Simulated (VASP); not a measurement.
# Si (I4_1/amd) in VASP: single point with PBE

Aim: the single point of Si with PBE.

All numbers are computed with VASP 6.6.1; they aren't measurements. Logs are shortened: lines on timing, memory, paths and dates and some standing lists are left out, and cuts for length are marked.

## Step 1: The cell of the first run

Symmetry: I4_1/amd, No. 141, tetragonal system. Conventional cell: a = 3.851 Å, b = 3.851 Å, c = 5.648 Å, α = 90.00°, β = 90.00°, γ = 90.00°. Within 3.2 Å of Si (site symmetry -4m2) lie 4 Si at 2.39 Å.

## Step 2: Single point, PBE (20.94 Å³/atom)

Input file INCAR:

```
SYSTEM = Si
PREC = Accurate ; ENCUT = 520
EDIFF = 1E-6 ; ISMEAR = 0
SIGMA = 0.05 ; LREAL = .False.
LASPH = .True. ; NELM = 100
ALGO = Normal ; ISIF = 2
LWAVE = .False. ; LCHARG = .False.
GGA = PE ; NBANDS = 11
```

Input file KPOINTS:

```
regular mesh
0
Gamma
  10 10 10
  0 0 0
```

Input file POSCAR:

```
Si
1.0
    0.0000000000      2.7232007937      2.8242315431
    2.7232007937      0.0000000000      2.8242315431
    2.7232007937      2.7232007937      0.0000000000
Si
2
Direct
    0.5000000000      0.5000000000      0.5000000000
    0.7500000000      0.7500000000      0.7500000000
```

Potentials or basis: VASP PAW PBE potentials, release 64 (Si).

The run is started by

```sh
$ cat potpaw_PBE.64/Si/POTCAR > POTCAR
$ mpirun -np 1 vasp_std > vasp.out
```

OUTCAR:

```text
SYSTEM = Si
   PREC = Accurate
   ENCUT = 520
   EDIFF = 1E-6
   ISMEAR = 0
   LREAL = .False.
   LASPH = .True.
   NELM = 100
   ISIF = 2
   GGA = PE

 ion  position               nearest neighbor table
   1  0.500  0.500  0.500-   2 2.39   2 2.39   2 2.39   2 2.39
   2  0.750  0.750  0.750-   1 2.39   1 2.39   1 2.39   1 2.39

  LATTYP: Found a body centered tetragonal cell.
 ALAT       =     3.8511874955
 C/A-ratio  =     1.4666808855

  Lattice vectors:

 A1 = (  -2.7232007937,   0.0000000000,   2.8242315431)
 A2 = (   2.7232007937,   0.0000000000,   2.8242315431)
 A3 = (   0.0000000000,   2.7232007937,  -2.8242315431)

Analysis of symmetry for initial positions (statically):
=====================================================================
 Subroutine PRICEL returns:
 Original cell was already a primitive cell.

 Routine SETGRP: Setting up the symmetry group for a
 body centered tetragonal supercell.

 Subroutine GETGRP returns: Found 16 space group operations
 (whereof  8 operations were pure point group operations)
 out of a pool of 16 trial point group operations.

The static configuration has the point symmetry D_2d.
 The point group associated with its full space group is D_4h.

Analysis of symmetry for dynamics (positions and initial velocities):
=====================================================================
 Subroutine PRICEL returns:
 Original cell was already a primitive cell.

 Routine SETGRP: Setting up the symmetry group for a
 body centered tetragonal supercell.

 Subroutine GETGRP returns: Found 16 space group operations
 (whereof  8 operations were pure point group operations)
 out of a pool of 16 trial point group operations.

The dynamic configuration has the point symmetry D_2d.
 The point group associated with its full space group is D_4h.

 Subroutine INISYM returns: Found 16 space group operations
 (whereof  8 operations are pure point group operations),
 and found     1 'primitive' translations

----------------------------------------------------------------------------------------

                                     Primitive cell

  volume of cell :      41.8880

  direct lattice vectors                    reciprocal lattice vectors
     0.000000000  2.723200794  2.824231543    -0.183607467  0.183607467  0.177039309
     2.723200794  0.000000000  2.824231543     0.183607467 -0.183607467  0.177039309
     2.723200794  2.723200794  0.000000000     0.183607467  0.183607467 -0.177039309

  length of vectors
     3.923277504  3.923277504  3.851187496     0.314271094  0.314271094  0.314271094

  position of ions in fractional coordinates (direct lattice)
     0.500000000  0.500000000  0.500000000
     0.750000000  0.750000000  0.750000000

  ion indices of the primitive-cell ions
   primitive index   ion index
                 1           1
                 2           2

----------------------------------------------------------------------------------------

 KPOINTS: regular mesh

Automatic generation of k-mesh.
 Grid dimensions read from file:
 generate k-points for:   10   10   10

 Generating k-lattice:

  Cartesian coordinates                     Fractional coordinates (reciprocal lattice)
    -0.018360747  0.018360747  0.017703931     0.100000000  0.000000000  0.000000000
     0.018360747 -0.018360747  0.017703931     0.000000000  0.100000000  0.000000000
     0.018360747  0.018360747 -0.017703931     0.000000000  0.000000000  0.100000000

  Length of vectors
     0.031427109  0.031427109  0.031427109

  Shift w.r.t. Gamma in fractional coordinates (k-lattice)
     0.000000000  0.000000000  0.000000000

 Subroutine IBZKPT returns following result:
 ===========================================

 Found    102 irreducible k-points:

 Following reciprocal coordinates:
            Coordinates               Weight
  0.000000  0.000000  0.000000      1.000000
  0.100000  0.000000  0.000000      8.000000
  0.200000  0.000000  0.000000      8.000000
  0.300000 -0.000000  0.000000      8.000000
  0.400000  0.000000  0.000000      8.000000
  0.500000 -0.000000  0.000000      4.000000
[... 16 lines left out ...]
  0.300000  0.300000  0.000000      2.000000
  0.400000  0.300000  0.000000      8.000000
 [... further k-points ...]
   k-points           NKPTS =    102   k-points in BZ     NKDIM =    102   number of bands    NBANDS=     11
   number of dos      NEDOS =    301   number of ions     NIONS =      2
   total plane-waves  NPLWV =  27000
   dimension x,y,z NGX =    30 NGY =   30 NGZ =   30
   dimension x,y,z NGXF=    60 NGYF=   60 NGZF=   60
   ions per type =               2
   NGX,Y,Z   is equivalent  to a cutoff of  12.71, 12.71, 12.95 a.u.
   NGXF,Y,Z  is equivalent  to a cutoff of  25.42, 25.42, 25.90 a.u.
 SYSTEM =  Si
   PREC   = accura    normal or accurate (medium, high low for compatibility)
   ISTART =      0    job   : 0-new  1-cont  2-samecut
   ICHARG =      2    charge: 1-file 2-atom 10-const
   ISPIN  =      1    spin polarized calculation?
   LNONCOLLINEAR =      F non collinear calculations
   LSORBIT =      F    spin-orbit coupling
   LASPH  =      T    aspherical Exc in radial PAW
   ENCUT  =  520.0 eV  38.22 Ry    6.18 a.u.   7.29  7.29  7.16*2*pi/ulx,y,z
   NELM   =    100;   NELMIN=  2; NELMDL= -5     # of ELM steps
   EDIFF  = 0.1E-05   stopping-criterion for ELM
   LREAL  =      F    real-space projection
   EDIFFG = 0.1E-04   stopping-criterion for IOM
   NSW    =      0    number of steps for IOM
   IBRION =     -1    ionic relax: 0-MD 1-quasi-New 2-CG
   NFREE  =      0    steps in history (QN), initial steepest desc. (CG)
   ISIF   =      2    stress and relaxation
   ISYM   =      2    0-nonsym 1-usesym 2-fastsym
   POTIM  = 0.5000    time-step for ionic-motion
   TEBEG  =    0.0;   TEEND  =   0.0 temperature during run
   PSTRESS=    0.0 pullay stress
   NELECT =       8.0000    total number of electrons
   NUPDOWN=      -1.0000    fix difference up-down
   EMIN   =  10.00;   EMAX   =-10.00  energy-range for DOS
   EFERMI =   0.00;   METHOD = LEGACY
   ISMEAR =     0;   SIGMA  =   0.05  broadening in eV -4-tet -1-fermi 0-gaus
   EFERMI_NEDOS =   21; number of points for ismear=-14 and -15
   IALGO  =     38    algorithm
   IMIX   =      4    mixing-type and parameters
     AMIX     =   0.40;   BMIX     =  1.00
     AMIX_MAG =   1.60;   BMIX_MAG =  1.00
  volume/ion in A,a.u.               =      20.94       141.34
  Fermi-wavevector in a.u.,A,eV,Ry     =   0.942775  1.781587 12.093207  0.888826
  Thomas-Fermi vector in A             =   2.070418
   LORBIT       =      0    0 simple, 1 ext, 2 COOP (PROOUT), +10 PAW based schemes
   GGA     = PE    functional components
   LHFCALC =     F    Hartree Fock is set to
   AEXX    =    0.0000 exact exchange contribution
   IVDW    =     0    specifies the selected vdW correction
   LEPSILON=     F    determine dielectric tensor
   LRPA    =     F    only Hartree local field effects (RPA)
 non-spin polarized calculation
 Gauss-broadening in eV      SIGMA  =   0.05
  energy-cutoff  :      520.00
  volume of cell :       41.89
 maximum number of plane-waves:      1158
 NGX is ok and might be reduce to    30
   NGX = 15   NGY = 15   NGZ = 15

 number of electron       8.0000001 magnetization

 Free energy of the ion-electron system (eV)
  ---------------------------------------------------
  ext. energy  EPLUGINS =         0.00000000
  ---------------------------------------------------
  free energy    TOTEN  =       -10.83119310 eV

  energy without entropy =      -10.83119310  energy(sigma->0) =      -10.83119310

 E-fermi :   5.6961     XC(G=0):  -9.2351

 val. band max:        5.4692446968   @ k =   0.0000   0.0000   0.0000
 cond. band min:       5.9348229976   @ k =   0.4000   0.0000   0.4000
 fundamental gap:      0.4655783008
 Fermi energy:         5.6961069351

 k-point     1 :       0.0000    0.0000    0.0000
  band No.  band energies     occupation
      1      -6.2724      2.00000
      2       5.2066      2.00000
      3       5.4692      2.00000
      4       5.4692      2.00000
      5       7.8880      0.00000
      6       7.8880      0.00000
      7       8.0221      0.00000
      8       8.2231      0.00000
      9      12.7484      0.00000
     10      13.1650      0.00000
     11      13.4005      0.00000

 k-point     2 :       0.1000    0.0000    0.0000
  band No.  band energies     occupation
      1      -6.1464      2.00000
      2       4.2288      2.00000
      3       5.1056      2.00000
      4       5.2901      2.00000
      5       7.8118      0.00000
      6       8.1709      0.00000
      7       8.2636      0.00000
      8       9.2684      0.00000
      9      12.4535      0.00000
     10      13.0118      0.00000
     11      13.6857      0.00000

 k-point     3 :       0.2000    0.0000    0.0000
  band No.  band energies     occupation
      1      -5.7748      2.00000
      2       2.4233      2.00000
      3       4.7083      2.00000
      4       4.9467      2.00000
      5       7.4242      0.00000
      6       8.7025      0.00000
      7       8.7155      0.00000
      8      11.0378      0.00000
      9      12.2787      0.00000
     10      12.5935      0.00000
     11      14.3859      0.00000
[... 267 lines left out ...]
 k-point    23 :       0.3000    0.3000    0.0000
  band No.  band energies     occupation
      1      -4.8406      2.00000
      2       0.8130      2.00000
      3       3.4047      2.00000
      4       3.4047      2.00000
      5       6.5046      0.00000
      6       7.8745      0.00000
      7      11.8212      0.00000
      8      11.8212      0.00000
      9      13.8219      0.00000
     10      15.0086      0.00000
     11      17.2689      0.00000

 k-point    24 :       0.4000    0.3000    0.0000
  band No.  band energies     occupation
      1      -4.2677      2.00000
      2      -0.1202      2.00000
      3       2.7521      2.00000
      4       3.2186      2.00000
      5       6.6913      0.00000
      6       7.8029      0.00000
      7      12.0480      0.00000
      8      12.3186      0.00000
      9      15.4796      0.00000
     10      15.8179      0.00000
     11      17.0969      0.00000

 [... further k-points ...]

------------------------ aborting loop because EDIFF is reached ----------------------------------------

  FORCE on cell =-STRESS in cart. coord.  units (eV):
  Direction    XX          YY          ZZ          XY          YZ          ZX
  --------------------------------------------------------------------------------------
  -------------------------------------------------------------------------------------
  Total       -0.2193508     -0.2193508     -1.1859333      0.0000000     -0.0000000     -0.0000000
  in kB       -8.3899665     -8.3899665    -45.3608522      0.0000000     -0.0000000     -0.0000000
  external PRESSURE =     -20.7135951 kB  Pullay stress =       0.0000000 kB

 VOLUME and BASIS-vectors are now :
 -----------------------------------------------------------------------------
  energy-cutoff  :      520.00
  volume of cell :       41.89
      direct lattice vectors                 reciprocal lattice vectors
     0.000000000  2.723200794  2.824231543    -0.183607467  0.183607467  0.177039309
     2.723200794  0.000000000  2.824231543     0.183607467 -0.183607467  0.177039309
     2.723200794  2.723200794  0.000000000     0.183607467  0.183607467 -0.177039309

 POSITION                                       TOTAL-FORCE (eV/Angst)
 -----------------------------------------------------------------------------------
      2.72320      2.72320      2.82423        -0.000000     -0.000000      0.000000
      4.08480      4.08480      4.23635         0.000000      0.000000      0.000000
 -----------------------------------------------------------------------------------
    total drift:                                0.000000     -0.000000     -0.000000

  FREE ENERGIE OF THE ION-ELECTRON SYSTEM (eV)
  ---------------------------------------------------
  free  energy   TOTEN  =       -10.8311931035 eV

  energy  without entropy=      -10.8311931035  energy(sigma->0) =      -10.83119310
```

Run time: 71 s. Hardware: 1 thread of AMD EPYC 7R13, shared host; peak memory 0.15 GiB.

Results:

```
Free energy            : -10.8312 eV
Pressure               : -2.1 GPa
Band gap on the k mesh : 0.47 eV (least direct gap 2.32 eV)
```

Stress tensor (GPa, compression positive):
```
-0.84  0.00  0.00
 0.00 -0.84  0.00
 0.00  0.00 -4.54
```

Levels at points of the mesh, in eV from the valence-band top:
```tsv
k point	band 1	band 2	band 3	band 4	band 5	band 6	band 7	band 8
(0.00, 0.00, 0.00)	-11.74	-0.26	0.00	0.00	2.42	2.42	2.55	2.75
(0.50, 0.00, 0.00)	-9.52	-6.85	-1.41	-1.07	1.25	3.19	3.40	7.59
(0.50, 0.50, 0.00)	-7.89	-7.89	-2.64	-2.64	0.90	0.90	9.66	9.66
(0.50, 0.00, 0.50)	-7.69	-7.69	-2.90	-2.90	0.62	0.62	9.47	9.47
```

A k mesh can miss the band edges. As with any semilocal functional, this PBE gap is likely too small.
